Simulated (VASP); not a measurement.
# SrO (Fm-3m) in VASP: single point with PBE

Aim: the single point of SrO with PBE.

Program: VASP 6.6.1. These are calculated values, not measurements. Logs are shortened: lines on timing, memory, paths and dates and some standing lists are left out, and cuts for length are marked.

**1. The cell of the first run**

The structure is cubic, space group Fm-3m (No. 225). The conventional cell has a = 5.141 Å, b = 5.141 Å, c = 5.141 Å, α = 90.00°, β = 90.00°, γ = 90.00°. Within 3.4 Å of Sr (site symmetry m-3m) lie 6 O at 2.57 Å. O (site symmetry m-3m) has 6 Sr at 2.57 Å within 3.4 Å.

**2. Single point, PBE**

Input file INCAR:

```
  ALGO = Normal
  EDIFF = 1E-6
  ENCUT = 600
  GGA = PE
  GGA_COMPAT = False
  ISIF = 2
  ISMEAR = 0
  LASPH = True
  LCHARG = False
  LREAL = False
  LWAVE = False
  NBANDS = 15
  NELM = 120
  PREC = Accurate
  SIGMA = 0.02
```

Input file KPOINTS:

```
k-points
0
Gamma
  8 8 8
```

Input file POSCAR:

```
SrO
1.0
    0.0000000000      2.5703698252      2.5703698252
    2.5703698252      0.0000000000      2.5703698252
    2.5703698252      2.5703698252      0.0000000000
Sr O
1 1
Direct
    0.0000000000      0.0000000000      0.0000000000
    0.5000000000      0.5000000000      0.5000000000
```

Potentials or basis: VASP PAW PBE potentials, release 64 (Sr_sv, O).

Run with:

```console
$ cat potpaw_PBE.64/Sr_sv/POTCAR potpaw_PBE.64/O/POTCAR > POTCAR
$ mpirun -np 1 vasp_std > vasp.out
```

OUTCAR:

```text
EDIFF = 1E-6
   ENCUT = 600
   GGA = PE
   ISIF = 2
   ISMEAR = 0
   LASPH = True
   LREAL = False
   NELM = 120
   PREC = Accurate

 ion  position               nearest neighbor table
   1  0.000  0.000  0.000-   2 2.57   2 2.57   2 2.57   2 2.57   2 2.57   2 2.57
   2  0.500  0.500  0.500-   1 2.57   1 2.57   1 2.57   1 2.57   1 2.57   1 2.57

  LATTYP: Found a face centered cubic cell.
 ALAT       =     5.1407396504

  Lattice vectors:

 A1 = (   0.0000000000,   2.5703698252,   2.5703698252)
 A2 = (   2.5703698252,   0.0000000000,   2.5703698252)
 A3 = (   2.5703698252,   2.5703698252,   0.0000000000)

Analysis of symmetry for initial positions (statically):
=====================================================================
 Subroutine PRICEL returns:
 Original cell was already a primitive cell.

 Routine SETGRP: Setting up the symmetry group for a
 face centered cubic supercell.

 Subroutine GETGRP returns: Found 48 space group operations
 (whereof 48 operations were pure point group operations)
 out of a pool of 48 trial point group operations.

The static configuration has the point symmetry O_h .

Analysis of symmetry for dynamics (positions and initial velocities):
=====================================================================
 Subroutine PRICEL returns:
 Original cell was already a primitive cell.

 Routine SETGRP: Setting up the symmetry group for a
 face centered cubic supercell.

 Subroutine GETGRP returns: Found 48 space group operations
 (whereof 48 operations were pure point group operations)
 out of a pool of 48 trial point group operations.

The dynamic configuration has the point symmetry O_h .

 Subroutine INISYM returns: Found 48 space group operations
 (whereof 48 operations are pure point group operations),
 and found     1 'primitive' translations

----------------------------------------------------------------------------------------

                                     Primitive cell

  volume of cell :      33.9638

  direct lattice vectors                    reciprocal lattice vectors
     0.000000000  2.570369825  2.570369825    -0.194524537  0.194524537  0.194524537
     2.570369825  0.000000000  2.570369825     0.194524537 -0.194524537  0.194524537
     2.570369825  2.570369825  0.000000000     0.194524537  0.194524537 -0.194524537

  length of vectors
     3.635051867  3.635051867  3.635051867     0.336926381  0.336926381  0.336926381

  position of ions in fractional coordinates (direct lattice)
     0.000000000  0.000000000  0.000000000
     0.500000000  0.500000000  0.500000000

  ion indices of the primitive-cell ions
   primitive index   ion index
                 1           1
                 2           2

----------------------------------------------------------------------------------------

 KPOINTS: k-points

Automatic generation of k-mesh.
 Grid dimensions read from file:
 generate k-points for:    8    8    8

 Generating k-lattice:

  Cartesian coordinates                     Fractional coordinates (reciprocal lattice)
    -0.024315567  0.024315567  0.024315567     0.125000000  0.000000000  0.000000000
     0.024315567 -0.024315567  0.024315567     0.000000000  0.125000000  0.000000000
     0.024315567  0.024315567 -0.024315567     0.000000000  0.000000000  0.125000000

  Length of vectors
     0.042115798  0.042115798  0.042115798

  Shift w.r.t. Gamma in fractional coordinates (k-lattice)
     0.000000000  0.000000000  0.000000000

 Subroutine IBZKPT returns following result:
 ===========================================

 Found     29 irreducible k-points:

 Following reciprocal coordinates:
            Coordinates               Weight
  0.000000  0.000000  0.000000      1.000000
  0.125000  0.000000  0.000000      8.000000
  0.250000  0.000000  0.000000      8.000000
  0.375000  0.000000  0.000000      8.000000
  0.500000  0.000000  0.000000      4.000000
  0.125000  0.125000  0.000000      6.000000
[... 16 lines left out ...]
  0.500000  0.250000  0.125000     48.000000
 -0.375000  0.250000  0.125000     24.000000
 [... further k-points ...]
   k-points           NKPTS =     29   k-points in BZ     NKDIM =     29   number of bands    NBANDS=     15
   number of dos      NEDOS =    301   number of ions     NIONS =      2
   total plane-waves  NPLWV =  27000
   dimension x,y,z NGX =    30 NGY =   30 NGZ =   30
   dimension x,y,z NGXF=    60 NGYF=   60 NGZF=   60
   ions per type =               1   1
   NGX,Y,Z   is equivalent  to a cutoff of  13.72, 13.72, 13.72 a.u.
   NGXF,Y,Z  is equivalent  to a cutoff of  27.44, 27.44, 27.44 a.u.
 SYSTEM =  unknown system
   PREC   = accura    normal or accurate (medium, high low for compatibility)
   ISTART =      0    job   : 0-new  1-cont  2-samecut
   ICHARG =      2    charge: 1-file 2-atom 10-const
   ISPIN  =      1    spin polarized calculation?
   LNONCOLLINEAR =      F non collinear calculations
   LSORBIT =      F    spin-orbit coupling
   LASPH  =      T    aspherical Exc in radial PAW
   ENCUT  =  600.0 eV  44.10 Ry    6.64 a.u.   7.26  7.26  7.26*2*pi/ulx,y,z
   NELM   =    120;   NELMIN=  2; NELMDL= -5     # of ELM steps
   EDIFF  = 0.1E-05   stopping-criterion for ELM
   LREAL  =      F    real-space projection
   EDIFFG = 0.1E-04   stopping-criterion for IOM
   NSW    =      0    number of steps for IOM
   IBRION =     -1    ionic relax: 0-MD 1-quasi-New 2-CG
   NFREE  =      0    steps in history (QN), initial steepest desc. (CG)
   ISIF   =      2    stress and relaxation
   ISYM   =      2    0-nonsym 1-usesym 2-fastsym
   POTIM  = 0.5000    time-step for ionic-motion
   TEBEG  =    0.0;   TEEND  =   0.0 temperature during run
   PSTRESS=    0.0 pullay stress
   NELECT =      16.0000    total number of electrons
   NUPDOWN=      -1.0000    fix difference up-down
   EMIN   =  10.00;   EMAX   =-10.00  energy-range for DOS
   EFERMI =   0.00;   METHOD = LEGACY
   ISMEAR =     0;   SIGMA  =   0.02  broadening in eV -4-tet -1-fermi 0-gaus
   EFERMI_NEDOS =   21; number of points for ismear=-14 and -15
   IALGO  =     38    algorithm
   IMIX   =      4    mixing-type and parameters
     AMIX     =   0.40;   BMIX     =  1.00
     AMIX_MAG =   1.60;   BMIX_MAG =  1.00
  volume/ion in A,a.u.               =      16.98       114.60
  Fermi-wavevector in a.u.,A,eV,Ry     =   1.273823  2.407177 22.077167  1.622626
  Thomas-Fermi vector in A             =   2.406625
   LORBIT       =      0    0 simple, 1 ext, 2 COOP (PROOUT), +10 PAW based schemes
   GGA     = PE    functional components
   LHFCALC =     F    Hartree Fock is set to
   AEXX    =    0.0000 exact exchange contribution
   IVDW    =     0    specifies the selected vdW correction
   LEPSILON=     F    determine dielectric tensor
   LRPA    =     F    only Hartree local field effects (RPA)
 non-spin polarized calculation
 Gauss-broadening in eV      SIGMA  =   0.02
  energy-cutoff  :      600.00
  volume of cell :       33.96
 maximum number of plane-waves:      1158
 NGX is ok and might be reduce to    30
   NGX = 15   NGY = 15   NGZ = 15

 number of electron      15.9999997 magnetization

 Free energy of the ion-electron system (eV)
  ---------------------------------------------------
  ext. energy  EPLUGINS =         0.00000000
  ---------------------------------------------------
  free energy    TOTEN  =       -12.04252769 eV

  energy without entropy =      -12.04252769  energy(sigma->0) =      -12.04252769

 E-fermi :   1.9004     XC(G=0): -10.0297

 val. band max:        1.6655234907   @ k =   0.0000   0.0000   0.0000
 cond. band min:       4.9310898018   @ k =   0.5000   0.5000   0.0000
 fundamental gap:      3.2655663111
 Fermi energy:         1.9004252102

 k-point     1 :       0.0000    0.0000    0.0000
  band No.  band energies     occupation
      1     -30.7200      2.00000
      2     -13.4256      2.00000
      3     -12.3571      2.00000
      4     -12.3571      2.00000
      5     -12.3571      2.00000
      6       1.6655      2.00000
      7       1.6655      2.00000
      8       1.6655      2.00000
      9       5.6549      0.00000
     10       7.8789      0.00000
     11       7.8789      0.00000
     12       7.8789      0.00000
     13      10.0477      0.00000
     14      10.0477      0.00000
     15      14.3824      0.00000

 k-point     2 :       0.1250    0.0000    0.0000
  band No.  band energies     occupation
      1     -30.7000      2.00000
      2     -13.7933      2.00000
      3     -12.3693      2.00000
      4     -12.3693      2.00000
      5     -12.0385      2.00000
      6       1.2134      2.00000
      7       1.4682      2.00000
      8       1.4682      2.00000
      9       6.3521      0.00000
     10       7.7304      0.00000
     11       8.1848      0.00000
     12       8.1848      0.00000
     13      10.4554      0.00000
     14      10.4554      0.00000
     15      15.3776      0.00000

 k-point     3 :       0.2500    0.0000    0.0000
  band No.  band energies     occupation
      1     -30.6513      2.00000
      2     -14.3662      2.00000
      3     -12.3985      2.00000
      4     -12.3985      2.00000
      5     -11.5847      2.00000
      6       0.3886      2.00000
      7       1.0423      2.00000
      8       1.0423      2.00000
      9       7.6557      0.00000
     10       7.9014      0.00000
     11       9.0146      0.00000
     12       9.0146      0.00000
     13      11.4745      0.00000
     14      11.4745      0.00000
     15      17.3630      0.00000
[... 343 lines left out ...]
 k-point    23 :       0.5000    0.2500    0.1250
  band No.  band energies     occupation
      1     -30.5767      2.00000
      2     -14.5608      2.00000
      3     -12.7224      2.00000
      4     -12.5318      2.00000
      5     -11.5539      2.00000
      6       0.1277      2.00000
      7       0.7309      2.00000
      8       1.1449      2.00000
      9       7.2317      0.00000
     10       8.8543      0.00000
     11      10.5766      0.00000
     12      10.7430      0.00000
     13      12.7374      0.00000
     14      13.7046      0.00000
     15      15.9743      0.00000

 k-point    24 :      -0.3750    0.2500    0.1250
  band No.  band energies     occupation
      1     -30.5604      2.00000
      2     -14.6284      2.00000
      3     -12.7453      2.00000
      4     -12.5862      2.00000
      5     -11.5245      2.00000
      6       0.0909      2.00000
      7       0.8006      2.00000
      8       0.8788      2.00000
      9       8.0366      0.00000
     10       8.4024      0.00000
     11      10.9760      0.00000
     12      11.1628      0.00000
     13      13.2607      0.00000
     14      14.5972      0.00000
     15      15.0285      0.00000

 [... further k-points ...]
[... 5 lines left out ...]
  --------------------------------------------------------------------------------------
  -------------------------------------------------------------------------------------
  Total        0.7110629      0.7110629      0.7110629     -0.0000000      0.0000000     -0.0000000
  in kB       33.5429879     33.5429879     33.5429879     -0.0000000      0.0000000     -0.0000000
  external PRESSURE =      33.5429879 kB  Pullay stress =       0.0000000 kB

 VOLUME and BASIS-vectors are now :
 -----------------------------------------------------------------------------
  energy-cutoff  :      600.00
  volume of cell :       33.96
      direct lattice vectors                 reciprocal lattice vectors
     0.000000000  2.570369825  2.570369825    -0.194524537  0.194524537  0.194524537
     2.570369825  0.000000000  2.570369825     0.194524537 -0.194524537  0.194524537
     2.570369825  2.570369825  0.000000000     0.194524537  0.194524537 -0.194524537

 POSITION                                       TOTAL-FORCE (eV/Angst)
 -----------------------------------------------------------------------------------
      0.00000      0.00000      0.00000        -0.000000      0.000000      0.000000
      2.57037      2.57037      2.57037         0.000000     -0.000000     -0.000000
 -----------------------------------------------------------------------------------
    total drift:                                0.000000      0.000000      0.000000

  FREE ENERGIE OF THE ION-ELECTRON SYSTEM (eV)
  ---------------------------------------------------
  free  energy   TOTEN  =       -12.0425276929 eV

  energy  without entropy=      -12.0425276929  energy(sigma->0) =      -12.04252769
```

It took 33 s on 1 thread of Intel Xeon Platinum 8175M at 2.50GHz (Skylake/Cascade Lake), shared host; peak memory 0.17 GiB.

What came out:

| Quantity | Value |
| --- | --- |
| Free energy | -12.0425 eV |
| Pressure | 3.4 GPa |
| Band gap on the k mesh | 3.27 eV (least direct gap 3.35 eV) |

Caveat: the cell stands under pressure.
